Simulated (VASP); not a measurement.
# NaI in VASP: a series of runs

NaI is run at these levels: PBE, r2SCAN; tasks: single point.

All numbers are computed with VASP 6.6.1; they aren't measurements. Logs are shortened: lines on timing, memory, paths and dates and some standing lists are left out, and cuts for length are marked.

## Step 1: The cell of the first run

It takes space group Immm (No. 71, orthorhombic). Conventional cell: a = 4.556 Å, b = 4.579 Å, c = 6.459 Å, α = 90.00°, β = 90.00°, γ = 90.00°. Within 4.2 Å of Na (site symmetry mmm) lie 6 I at 3.23 Å. Within 4.2 Å of I (site symmetry mmm) lie 6 Na at 3.23 Å.

## Step 2: Single point, PBE (shear xy strain -0.5%)

Input file INCAR:

```
SYSTEM = NaI
PREC = Accurate
ENCUT = 520
EDIFF = 1E-7
ISMEAR = -1
SIGMA = 0.02
LREAL = .FALSE.
LASPH = .TRUE.
NELM = 100
ALGO = Normal
ISIF = 2
LWAVE = .FALSE.
LCHARG = .FALSE.
GGA = PE
NBANDS = 14
```

Input file KPOINTS:

```
Automatic mesh
0
G
  8 8 8
  0 0 0
```

Input file POSCAR:

```
NaI
1.0
   -0.0080743013      3.2297205115      3.2297205115
    3.2297205115     -0.0080743013      3.2297205115
    3.2216462102      3.2216462102      0.0000000000
Na I
1 1
Direct
    0.0000000000      0.0000000000      0.0000000000
    0.5000000000      0.5000000000      0.5000000000
```

Potentials or basis: VASP PAW PBE potentials, release 64 (Na_pv, I).

Started as:

```
cat potpaw_PBE.64/Na_pv/POTCAR potpaw_PBE.64/I/POTCAR > POTCAR
mpirun -np 1 vasp_std > vasp.out
```

OUTCAR:

```text
SYSTEM = NaI
   PREC = Accurate
   ENCUT = 520
   EDIFF = 1E-7
   ISMEAR = -1
   LREAL = .FALSE.
   LASPH = .TRUE.
   NELM = 100
   ISIF = 2
   GGA = PE

 ion  position               nearest neighbor table
   1  0.000  0.000  0.000-
   2  0.500  0.500  0.500-

  LATTYP: Found a body centered orthorhombic cell.
 ALAT       =     4.5560957636
 B/A-ratio  =     1.0050125313
 C/A-ratio  =     1.4177579573

  Lattice vectors:

 A1 = (   0.0080743013,  -3.2297205115,  -3.2297205115)
 A2 = (  -0.0080743013,   3.2297205115,  -3.2297205115)
 A3 = (   3.2297205115,  -0.0080743013,   3.2297205115)

Analysis of symmetry for initial positions (statically):
=====================================================================
 Subroutine PRICEL returns:
 Original cell was already a primitive cell.

 Routine SETGRP: Setting up the symmetry group for a
 body centered orthorhombic supercell.

 Subroutine GETGRP returns: Found  8 space group operations
 (whereof  8 operations were pure point group operations)
 out of a pool of  8 trial point group operations.

The static configuration has the point symmetry D_2h.

Analysis of symmetry for dynamics (positions and initial velocities):
=====================================================================
 Subroutine PRICEL returns:
 Original cell was already a primitive cell.

 Routine SETGRP: Setting up the symmetry group for a
 body centered orthorhombic supercell.

 Subroutine GETGRP returns: Found  8 space group operations
 (whereof  8 operations were pure point group operations)
 out of a pool of  8 trial point group operations.

The dynamic configuration has the point symmetry D_2h.

 Subroutine INISYM returns: Found  8 space group operations
 (whereof  8 operations are pure point group operations),
 and found     1 'primitive' translations

----------------------------------------------------------------------------------------

                                     Primitive cell

  volume of cell :      67.3786

  direct lattice vectors                    reciprocal lattice vectors
    -0.008074301  3.229720512  3.229720512    -0.154426092  0.154426092  0.154812157
     3.229720512 -0.008074301  3.229720512     0.154426092 -0.154426092  0.154812157
     3.221646210  3.221646210  0.000000000     0.155200158  0.155200158 -0.154812157

  length of vectors
     4.567521687  4.567521687  4.556095764     0.267696918  0.267696918  0.268590733

  position of ions in fractional coordinates (direct lattice)
     0.000000000  0.000000000  0.000000000
     0.500000000  0.500000000  0.500000000

  ion indices of the primitive-cell ions
   primitive index   ion index
                 1           1
                 2           2

----------------------------------------------------------------------------------------

 KPOINTS: Automatic mesh

Automatic generation of k-mesh.
 Grid dimensions read from file:
 generate k-points for:    8    8    8

 Generating k-lattice:

  Cartesian coordinates                     Fractional coordinates (reciprocal lattice)
    -0.019303262  0.019303262  0.019351520     0.125000000  0.000000000  0.000000000
     0.019303262 -0.019303262  0.019351520     0.000000000  0.125000000  0.000000000
     0.019400020  0.019400020 -0.019351520     0.000000000  0.000000000  0.125000000

  Length of vectors
     0.033462115  0.033462115  0.033573842

  Shift w.r.t. Gamma in fractional coordinates (k-lattice)
     0.000000000  0.000000000  0.000000000

 Subroutine IBZKPT returns following result:
 ===========================================

 Found     95 irreducible k-points:

 Following reciprocal coordinates:
            Coordinates               Weight
  0.000000  0.000000  0.000000      1.000000
  0.125000  0.000000  0.000000      4.000000
  0.250000  0.000000  0.000000      4.000000
  0.375000  0.000000  0.000000      4.000000
  0.500000  0.000000  0.000000      2.000000
  0.125000  0.125000  0.000000      2.000000
[... 16 lines left out ...]
  0.125000 -0.000000  0.125000      4.000000
  0.250000 -0.000000  0.125000      8.000000
 [... further k-points ...]
   k-points           NKPTS =     95   k-points in BZ     NKDIM =     95   number of bands    NBANDS=     14
   number of dos      NEDOS =    301   number of ions     NIONS =      2
   total plane-waves  NPLWV =  46656
   dimension x,y,z NGX =    36 NGY =   36 NGZ =   36
   dimension x,y,z NGXF=    72 NGYF=   72 NGZF=   72
   ions per type =               1   1
   NGX,Y,Z   is equivalent  to a cutoff of  13.10, 13.10, 13.14 a.u.
   NGXF,Y,Z  is equivalent  to a cutoff of  26.21, 26.21, 26.27 a.u.
 SYSTEM =  NaI
   PREC   = accura    normal or accurate (medium, high low for compatibility)
   ISTART =      0    job   : 0-new  1-cont  2-samecut
   ICHARG =      2    charge: 1-file 2-atom 10-const
   ISPIN  =      1    spin polarized calculation?
   LNONCOLLINEAR =      F non collinear calculations
   LSORBIT =      F    spin-orbit coupling
   LASPH  =      T    aspherical Exc in radial PAW
   ENCUT  =  520.0 eV  38.22 Ry    6.18 a.u.   8.49  8.49  8.47*2*pi/ulx,y,z
   NELM   =    100;   NELMIN=  2; NELMDL= -5     # of ELM steps
   EDIFF  = 0.1E-06   stopping-criterion for ELM
   LREAL  =      F    real-space projection
   EDIFFG = 0.1E-05   stopping-criterion for IOM
   NSW    =      0    number of steps for IOM
   IBRION =     -1    ionic relax: 0-MD 1-quasi-New 2-CG
   NFREE  =      0    steps in history (QN), initial steepest desc. (CG)
   ISIF   =      2    stress and relaxation
   ISYM   =      2    0-nonsym 1-usesym 2-fastsym
   POTIM  = 0.5000    time-step for ionic-motion
   TEBEG  =    0.0;   TEEND  =   0.0 temperature during run
   PSTRESS=    0.0 pullay stress
   NELECT =      14.0000    total number of electrons
   NUPDOWN=      -1.0000    fix difference up-down
   EMIN   =  10.00;   EMAX   =-10.00  energy-range for DOS
   EFERMI =   0.00;   METHOD = LEGACY
   ISMEAR =    -1;   SIGMA  =   0.02  broadening in eV -4-tet -1-fermi 0-gaus
   EFERMI_NEDOS =   21; number of points for ismear=-14 and -15
   IALGO  =     38    algorithm
   IMIX   =      4    mixing-type and parameters
     AMIX     =   0.40;   BMIX     =  1.00
     AMIX_MAG =   1.60;   BMIX_MAG =  1.00
  volume/ion in A,a.u.               =      33.69       227.35
  Fermi-wavevector in a.u.,A,eV,Ry     =   0.969639  1.832352 12.792199  0.940200
  Thomas-Fermi vector in A             =   2.099708
   LORBIT       =      0    0 simple, 1 ext, 2 COOP (PROOUT), +10 PAW based schemes
   GGA     = PE    functional components
   LHFCALC =     F    Hartree Fock is set to
   AEXX    =    0.0000 exact exchange contribution
   IVDW    =     0    specifies the selected vdW correction
   LEPSILON=     F    determine dielectric tensor
   LRPA    =     F    only Hartree local field effects (RPA)
 non-spin polarized calculation
  energy-cutoff  :      520.00
  volume of cell :       67.38
 maximum number of plane-waves:      1838
 NGX is ok and might be reduce to    36
   NGX = 17   NGY = 17   NGZ = 17

 number of electron      13.9999994 magnetization

 Free energy of the ion-electron system (eV)
  ---------------------------------------------------
  ext. energy  EPLUGINS =         0.00000000
  ---------------------------------------------------
  free energy    TOTEN  =        -5.38373944 eV

  energy without entropy =       -5.38373944  energy(sigma->0) =       -5.38373944

 E-fermi :   1.3452     XC(G=0):  -7.7296

 val. band max:        0.8609666384   @ k =   0.0000   0.0000   0.0000
 cond. band min:       4.5070971012   @ k =   0.0000   0.0000   0.0000
 fundamental gap:      3.6461304628
 Fermi energy:         1.3452232735

 k-point     1 :       0.0000    0.0000    0.0000
  band No.  band energies     occupation
      1     -21.5820      2.00000
      2     -21.5818      2.00000
      3     -21.5815      2.00000
      4     -10.1836      2.00000
      5       0.8391      2.00000
      6       0.8499      2.00000
      7       0.8610      2.00000
      8       4.5071      0.00000
      9       8.7513      0.00000
     10       8.7797      0.00000
     11       8.8080      0.00000
     12      10.6080      0.00000
     13      10.6082      0.00000
     14      11.2898      0.00000

 k-point     2 :       0.1250    0.0000    0.0000
  band No.  band energies     occupation
      1     -21.5824      2.00000
      2     -21.5821      2.00000
      3     -21.5817      2.00000
      4     -10.1401      2.00000
      5       0.3788      2.00000
      6       0.8021      2.00000
      7       0.8159      2.00000
      8       5.0292      0.00000
      9       8.4041      0.00000
     10       8.9215      0.00000
     11       8.9583      0.00000
     12      10.1821      0.00000
     13      10.1931      0.00000
     14      11.8160      0.00000

 k-point     3 :       0.2500    0.0000    0.0000
  band No.  band energies     occupation
      1     -21.5843      2.00000
      2     -21.5822      2.00000
      3     -21.5819      2.00000
      4     -10.0311      2.00000
      5      -0.4578      2.00000
      6       0.7002      2.00000
      7       0.7119      2.00000
      8       5.7943      0.00000
      9       8.3562      0.00000
     10       8.8156      0.00000
     11       8.8421      0.00000
     12      10.3874      0.00000
     13      10.4199      0.00000
     14      11.2953      0.00000
[... 324 lines left out ...]
 k-point    23 :       0.1250   -0.0000    0.1250
  band No.  band energies     occupation
      1     -21.5826      2.00000
      2     -21.5820      2.00000
      3     -21.5819      2.00000
      4     -10.1258      2.00000
      5       0.3774      2.00000
      6       0.7215      2.00000
      7       0.7218      2.00000
      8       5.2086      0.00000
      9       8.1036      0.00000
     10       9.1397      0.00000
     11       9.1398      0.00000
     12       9.3883      0.00000
     13      10.7847      0.00000
     14      12.3889      0.00000

 k-point    24 :       0.2500   -0.0000    0.1250
  band No.  band energies     occupation
      1     -21.5837      2.00000
      2     -21.5824      2.00000
      3     -21.5821      2.00000
      4     -10.0398      2.00000
      5      -0.2445      2.00000
      6       0.5962      2.00000
      7       0.6226      2.00000
      8       5.9387      0.00000
      9       7.7998      0.00000
     10       8.5494      0.00000
     11       9.3139      0.00000
     12       9.8556      0.00000
     13      10.9700      0.00000
     14      12.3315      0.00000

 [... further k-points ...]
[... 5 lines left out ...]
  --------------------------------------------------------------------------------------
  -------------------------------------------------------------------------------------
  Total        0.2258188      0.2258188      0.2256175      0.0151256      0.0000000      0.0000000
  in kB        5.3696824      5.3696824      5.3648947      0.3596686      0.0000000      0.0000000
  external PRESSURE =       5.3680865 kB  Pullay stress =       0.0000000 kB

 VOLUME and BASIS-vectors are now :
 -----------------------------------------------------------------------------
  energy-cutoff  :      520.00
  volume of cell :       67.38
      direct lattice vectors                 reciprocal lattice vectors
    -0.008074301  3.229720512  3.229720512    -0.154426092  0.154426092  0.154812157
     3.229720512 -0.008074301  3.229720512     0.154426092 -0.154426092  0.154812157
     3.221646210  3.221646210  0.000000000     0.155200158  0.155200158 -0.154812157

 POSITION                                       TOTAL-FORCE (eV/Angst)
 -----------------------------------------------------------------------------------
      0.00000      0.00000      0.00000        -0.000000     -0.000000     -0.000000
      3.22165      3.22165      3.22972         0.000000      0.000000      0.000000
 -----------------------------------------------------------------------------------
    total drift:                                0.000000      0.000000      0.000000

  FREE ENERGIE OF THE ION-ELECTRON SYSTEM (eV)
  ---------------------------------------------------
  free  energy   TOTEN  =        -5.3837394426 eV

  energy  without entropy=       -5.3837394426  energy(sigma->0) =       -5.38373944
```

Run time: 34 s. Hardware: 1 thread of Intel Xeon 6975P-C, shared host; peak memory 0.26 GiB.

Results:

```
Free energy            : -5.3837 eV
Pressure               : 0.5 GPa
Band gap on the k mesh : 3.65 eV, direct
```

Caveat: the cell differs from its parent crystal (shear xy strain -0.5%); spin-orbit coupling is left out, which moves the levels of the heavy elements.

(Continued in part 2 of 2.)
